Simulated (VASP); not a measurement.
# CdSe (Cadmoselite) (P6_3mc) in VASP: further runs, part 2 of 3

VASP 6.6.1. The steps go on from the part before.

### Step 4. Relaxation of cell and atoms, PBEsol, target pressure 2 GPa, at which the enthalpy is minimised

INCAR reads:

```
  ALGO = Normal
  EDIFF = 1E-6
  EDIFFG = -0.002
  ENCUT = 600
  GGA = PS
  IBRION = 2
  ISIF = 3
  ISMEAR = 0
  LASPH = T
  LCHARG = F
  LREAL = F
  LWAVE = F
  NELM = 80
  NSW = 100
  PREC = Accurate
  PSTRESS = 20.0
  SIGMA = 0.01
```

KPOINTS reads:

```
k-points
0
Gamma
  6 6 4
```

POSCAR reads:

```
CdSe
1.0
    4.3011016630      0.0000000000      0.0000000000
   -2.1505508315      3.7248633044      0.0000000000
    0.0000000000      0.0000000000      7.0222409791
Cd Se
2 2
Direct
    0.3333333333      0.6666666667      0.0046992087
    0.6666666667      0.3333333333      0.5046992087
    0.3333333333      0.6666666667      0.3803007913
    0.6666666667      0.3333333333      0.8803007913
```

Potentials or basis: VASP PAW PBE potentials, release 64 (Cd, Se).

On the command line:

```sh
$ cat potpaw_PBE.64/Cd/POTCAR potpaw_PBE.64/Se/POTCAR > POTCAR
$ mpirun -np 1 vasp_std > vasp.out
```

OUTCAR:

```text
EDIFF = 1E-6
   EDIFFG = -0.002
   ENCUT = 600
   GGA = PS
   IBRION = 2
   ISIF = 3
   ISMEAR = 0
   LASPH = T
   LREAL = F
   NELM = 80
   NSW = 100
   PREC = Accurate
   PSTRESS = 20.0

 ion  position               nearest neighbor table
   1  0.333  0.667  0.005-   4 2.63   4 2.63   4 2.63   3 2.64
   2  0.667  0.333  0.505-   3 2.63   3 2.63   3 2.63   4 2.64
   3  0.333  0.667  0.380-   2 2.63   2 2.63   2 2.63   1 2.64
   4  0.667  0.333  0.880-   1 2.63   1 2.63   1 2.63   2 2.64

  LATTYP: Found a hexagonal cell.
 ALAT       =     4.3011016630
 C/A-ratio  =     1.6326610086

  Lattice vectors:

 A1 = (   4.3011016630,   0.0000000000,   0.0000000000)
 A2 = (  -2.1505508315,   3.7248633044,   0.0000000000)
 A3 = (   0.0000000000,   0.0000000000,   7.0222409791)

Analysis of symmetry for initial positions (statically):
=====================================================================
 Subroutine PRICEL returns:
 Original cell was already a primitive cell.

 Routine SETGRP: Setting up the symmetry group for a
 hexagonal supercell.

 Subroutine GETGRP returns: Found 12 space group operations
 (whereof  6 operations were pure point group operations)
 out of a pool of 24 trial point group operations.

The static configuration has the point symmetry C_3v.
 The point group associated with its full space group is C_6v.

Analysis of symmetry for dynamics (positions and initial velocities):
=====================================================================
 Subroutine PRICEL returns:
 Original cell was already a primitive cell.

 Routine SETGRP: Setting up the symmetry group for a
 hexagonal supercell.

 Subroutine GETGRP returns: Found 12 space group operations
 (whereof  6 operations were pure point group operations)
 out of a pool of 24 trial point group operations.

The dynamic configuration has the point symmetry C_3v.
 The point group associated with its full space group is C_6v.

 Subroutine INISYM returns: Found 12 space group operations
 (whereof  6 operations are pure point group operations),
 and found     1 'primitive' translations

----------------------------------------------------------------------------------------

                                     Primitive cell

  volume of cell :     112.5034

  direct lattice vectors                    reciprocal lattice vectors
     4.301101663  0.000000000  0.000000000     0.232498573  0.134233114  0.000000000
    -2.150550831  3.724863304  0.000000000     0.000000000  0.268466228  0.000000000
     0.000000000  0.000000000  7.022240979     0.000000000  0.000000000  0.142404683

  length of vectors
     4.301101663  4.301101663  7.022240979     0.268466228  0.268466228  0.142404683

  position of ions in fractional coordinates (direct lattice)
     0.333333333  0.666666667  0.004699209
     0.666666667  0.333333333  0.504699209
     0.333333333  0.666666667  0.380300791
     0.666666667  0.333333333  0.880300791

  ion indices of the primitive-cell ions
   primitive index   ion index
                 1           1
                 2           2
                 3           3
                 4           4

----------------------------------------------------------------------------------------

 KPOINTS: k-points

Automatic generation of k-mesh.
 Grid dimensions read from file:
 generate k-points for:    6    6    4

 Generating k-lattice:

  Cartesian coordinates                     Fractional coordinates (reciprocal lattice)
     0.038749762  0.022372186  0.000000000     0.166666667  0.000000000  0.000000000
     0.000000000  0.044744371  0.000000000     0.000000000  0.166666667  0.000000000
     0.000000000  0.000000000  0.035601171     0.000000000  0.000000000  0.250000000

  Length of vectors
     0.044744371  0.044744371  0.035601171

  Shift w.r.t. Gamma in fractional coordinates (k-lattice)
     0.000000000  0.000000000  0.000000000

 Subroutine IBZKPT returns following result:
 ===========================================

 Found     21 irreducible k-points:

 Following reciprocal coordinates:
            Coordinates               Weight
  0.000000  0.000000  0.000000      1.000000
  0.166667  0.000000  0.000000      6.000000
  0.333333  0.000000  0.000000      6.000000
  0.500000  0.000000  0.000000      3.000000
  0.166667  0.166667  0.000000      6.000000
  0.333333  0.166667  0.000000     12.000000
[... 13 lines left out ...]
  0.333333  0.166667  0.500000     12.000000
  0.333333  0.333333  0.500000      2.000000
   k-points           NKPTS =     21   k-points in BZ     NKDIM =     21   number of bands    NBANDS=     22
   number of dos      NEDOS =    301   number of ions     NIONS =      4
   total plane-waves  NPLWV =  72576
   dimension x,y,z NGX =    36 NGY =   36 NGZ =   56
   dimension x,y,z NGXF=    72 NGYF=   72 NGZF=  112
   ions per type =               2   2
   NGX,Y,Z   is equivalent  to a cutoff of  13.91, 13.91, 13.26 a.u.
   NGXF,Y,Z  is equivalent  to a cutoff of  27.83, 27.83, 26.52 a.u.
 SYSTEM =  unknown system
   PREC   = accura    normal or accurate (medium, high low for compatibility)
   ISTART =      0    job   : 0-new  1-cont  2-samecut
   ICHARG =      2    charge: 1-file 2-atom 10-const
   ISPIN  =      1    spin polarized calculation?
   LNONCOLLINEAR =      F non collinear calculations
   LSORBIT =      F    spin-orbit coupling
   LASPH  =      T    aspherical Exc in radial PAW
   ENCUT  =  600.0 eV  44.10 Ry    6.64 a.u.   8.59  8.59 14.03*2*pi/ulx,y,z
   NELM   =     80;   NELMIN=  2; NELMDL= -5     # of ELM steps
   EDIFF  = 0.1E-05   stopping-criterion for ELM
   LREAL  =      F    real-space projection
   EDIFFG = -.2E-02   stopping-criterion for IOM
   NSW    =    100    number of steps for IOM
   IBRION =      2    ionic relax: 0-MD 1-quasi-New 2-CG
   NFREE  =      1    steps in history (QN), initial steepest desc. (CG)
   ISIF   =      3    stress and relaxation
   ISYM   =      2    0-nonsym 1-usesym 2-fastsym
   POTIM  = 0.5000    time-step for ionic-motion
   TEBEG  =    0.0;   TEEND  =   0.0 temperature during run
   PSTRESS=   20.0 pullay stress
   NELECT =      36.0000    total number of electrons
   NUPDOWN=      -1.0000    fix difference up-down
   EMIN   =  10.00;   EMAX   =-10.00  energy-range for DOS
   EFERMI =   0.00;   METHOD = LEGACY
   ISMEAR =     0;   SIGMA  =   0.01  broadening in eV -4-tet -1-fermi 0-gaus
   EFERMI_NEDOS =   21; number of points for ismear=-14 and -15
   IALGO  =     38    algorithm
   IMIX   =      4    mixing-type and parameters
     AMIX     =   0.40;   BMIX     =  1.00
     AMIX_MAG =   1.60;   BMIX_MAG =  1.00
  volume/ion in A,a.u.               =      28.13       189.80
  Fermi-wavevector in a.u.,A,eV,Ry     =   1.119748  2.116017 17.059477  1.253836
  Thomas-Fermi vector in A             =   2.256390
   LORBIT       =      0    0 simple, 1 ext, 2 COOP (PROOUT), +10 PAW based schemes
   GGA     = PS    functional components
   LHFCALC =     F    Hartree Fock is set to
   AEXX    =    0.0000 exact exchange contribution
   IVDW    =     0    specifies the selected vdW correction
   LEPSILON=     F    determine dielectric tensor
   LRPA    =     F    only Hartree local field effects (RPA)
 conjugate gradient relaxation of ions
 non-spin polarized calculation
 Gauss-broadening in eV      SIGMA  =   0.01
  energy-cutoff  :      600.00
  volume of cell :      112.50
 maximum number of plane-waves:      3791
 NGX is ok and might be reduce to    36
   NGX = 17   NGY = 17   NGZ = 29

--------------------------------------- Ionic step        1  -------------------------------------------

 number of electron      35.9999997 magnetization

 Free energy of the ion-electron system (eV)
  ---------------------------------------------------
  ext. energy  EPLUGINS =         0.00000000
  ---------------------------------------------------
  free energy    TOTEN  =       -12.34664390 eV

  energy without entropy =      -12.34664390  energy(sigma->0) =      -12.34664390

------------------------ aborting loop because EDIFF is reached ----------------------------------------

  FORCE on cell =-STRESS in cart. coord.  units (eV):
  Direction    XX          YY          ZZ          XY          YZ          ZX
  --------------------------------------------------------------------------------------
  -------------------------------------------------------------------------------------
  Total        0.2268460      0.2268460      0.2009130      0.0000000      0.0000000      0.0000000
  in kB        3.2305457      3.2305457      2.8612301      0.0000000      0.0000000      0.0000000
  external PRESSURE =     -16.8925595 kB  Pullay stress =      20.0000000 kB
[... 103 lines left out ...]
  energy  without entropy=      -12.3235166420  energy(sigma->0) =      -12.32351664

  enthalpy is  TOTEN    =       -10.9599788532 eV   P V=        1.3635377889

[... ionic steps 4 to 12 ...]

--------------------------------------- Ionic step       13  -------------------------------------------

 number of electron      35.9999989 magnetization

------------------------ aborting loop because EDIFF is reached ----------------------------------------
[... 75 lines left out ...]
--------------------------------------- Ionic step       15  -------------------------------------------

 number of electron      35.9999989 magnetization

 Free energy of the ion-electron system (eV)
  ---------------------------------------------------
  ext. energy  EPLUGINS =         0.00000000
  ---------------------------------------------------
  free energy    TOTEN  =       -12.32351921 eV

  energy without entropy =      -12.32351921  energy(sigma->0) =      -12.32351921

 E-fermi :   1.1060     XC(G=0):  -9.2265

 val. band max:        1.0601094504   @ k =   0.0000   0.0000   0.0000
 cond. band min:       1.6610323202   @ k =   0.0000   0.0000   0.0000
 fundamental gap:      0.6009228697
 Fermi energy:         1.1059584195

 k-point     1 :       0.0000    0.0000    0.0000
  band No.  band energies     occupation
      1     -11.7452      2.00000
      2     -11.3320      2.00000
      3      -6.9591      2.00000
      4      -6.9499      2.00000
      5      -6.9499      2.00000
      6      -6.8753      2.00000
[... 549 lines left out ...]
  energy  without entropy=      -12.3235192050  energy(sigma->0) =      -12.32351921

  enthalpy is  TOTEN    =       -10.9599800146 eV   P V=        1.3635391904

 reached required accuracy - stopping structural energy minimisation
```

OSZICAR:

```text
N       E                     dE             d eps       ncg     rms          rms(c)
DAV:   1     0.263268695726E+03    0.26327E+03   -0.18567E+04   924   0.165E+03
DAV:   2     0.226414414409E+01   -0.26100E+03   -0.25513E+03  1002   0.367E+02
DAV:   3    -0.129575196073E+02   -0.15222E+02   -0.15158E+02  1116   0.870E+01
DAV:   4    -0.131074432610E+02   -0.14992E+00   -0.14987E+00  1014   0.844E+00
[... 89 lines left out ...]
  14 F= -.10959980E+02 E0= -.10959980E+02  d E =-.198171E-05
       N       E                     dE             d eps       ncg     rms          rms(c)
DAV:   1    -0.123235211788E+02    0.99338E-04   -0.48703E-05   978   0.697E-02    0.954E-03
DAV:   2    -0.123235193279E+02    0.18509E-05   -0.49437E-06   846   0.287E-02    0.400E-03
DAV:   3    -0.123235192050E+02    0.12289E-06   -0.47106E-07   480   0.578E-03
  15 F= -.10959980E+02 E0= -.10959980E+02  d E =-.183258E-05
```

CONTCAR:

```text
CdSe
   1.00000000000000
     4.2593295708299008    0.0000000000000000   -0.0000000000000000
    -2.1296647854149504    3.6886876114099079    0.0000000000000000
    -0.0000000000000000    0.0000000000000000    6.9524054118200143
  Cd              Se
     2     2
Direct
     0.3333333332999970    0.6666666667000030    0.0047406207241766
     0.6666666667000030    0.3333333332999970    0.5047406207241766
     0.3333333332999970    0.6666666667000030    0.3802593792758286
     0.6666666667000030    0.3333333332999970    0.8802593792758285

  0.00000000E+00  0.00000000E+00  0.00000000E+00
  0.00000000E+00  0.00000000E+00  0.00000000E+00
  0.00000000E+00  0.00000000E+00  0.00000000E+00
  0.00000000E+00  0.00000000E+00  0.00000000E+00
```

Wall time 2.7 min (1 thread of Intel Xeon 6975P-C (Granite Rapids), shared host); peak memory 0.29 GiB.

Results:

```yaml
Free_energy: -12.3235 eV
Relaxed_volume: 27.31 Å³/atom
Relaxed_cell: a = 4.259 Å, b = 4.259 Å, c = 6.952 Å, α = 90.00°, β = 90.00°, γ = 120.00°
Space_group_after_relaxing_to_0.05_Å: P6_3mc (No. 186)
Energy_change_on_relaxing_the_enthalpy_is_what_falls: +5.8 meV/atom
Ionic_steps: 15
Pressure_after_relaxing: 2.0 GPa
Band_gap_on_the_k_mesh: 0.60 eV, direct
```

Step by step:
| step | energy change (eV) | largest force (eV/Å) | pressure (GPa) | volume (Å³) |
| --- | --- | --- | --- | --- |
| 1 | 0.0000 | 0.0014 | 0.31 | 112.50 |
| 2 | 0.0457 | 0.0033 | 2.87 | 107.74 |
| 3 | 0.0231 | 0.0025 | 2.00 | 109.23 |
| 4 | 0.0239 | 0.0025 | 2.01 | 109.17 |
| 5 | 0.0237 | 0.0004 | 2.03 | 109.18 |
| 6 | 0.0232 | 0.0041 | 2.00 | 109.23 |
| 7 | 0.0234 | 0.0017 | 2.00 | 109.21 |
| 8 | 0.0236 | 0.0003 | 2.02 | 109.20 |
| 9 | 0.0235 | 0.0015 | 2.03 | 109.20 |
| 10 | 0.0235 | 0.0018 | 2.03 | 109.20 |
| 11 | 0.0235 | 0.0017 | 2.02 | 109.21 |
| 12 | 0.0233 | 0.0006 | 2.01 | 109.22 |
| 13 | 0.0228 | 0.0013 | 1.98 | 109.26 |
| 14 | 0.0230 | 0.0001 | 1.98 | 109.24 |
| 15 | 0.0231 | 0.0004 | 2.00 | 109.23 |

Final structure:
```cif
data_structure
_symmetry_space_group_name_H-M 'P 1'
_symmetry_Int_Tables_number 1
_cell_length_a 4.2593
_cell_length_b 4.2593
_cell_length_c 6.9524
_cell_angle_alpha 90.000
_cell_angle_beta 90.000
_cell_angle_gamma 120.000
_cell_volume 109.23
loop_
_atom_site_label
_atom_site_type_symbol
_atom_site_fract_x
_atom_site_fract_y
_atom_site_fract_z
_atom_site_occupancy
Cd1 Cd 0.33333 0.66667 0.00474 1
Cd2 Cd 0.66667 0.33333 0.50474 1
Se1 Se 0.33333 0.66667 0.38026 1
Se2 Se 0.66667 0.33333 0.88026 1
```

Caveat: the cell is relaxed towards a set pressure, so the enthalpy falls and the energy may rise; the PAW data sets were made with another functional, which shifts forces and pressure a little.

(Part 2 of 3 ends here.)
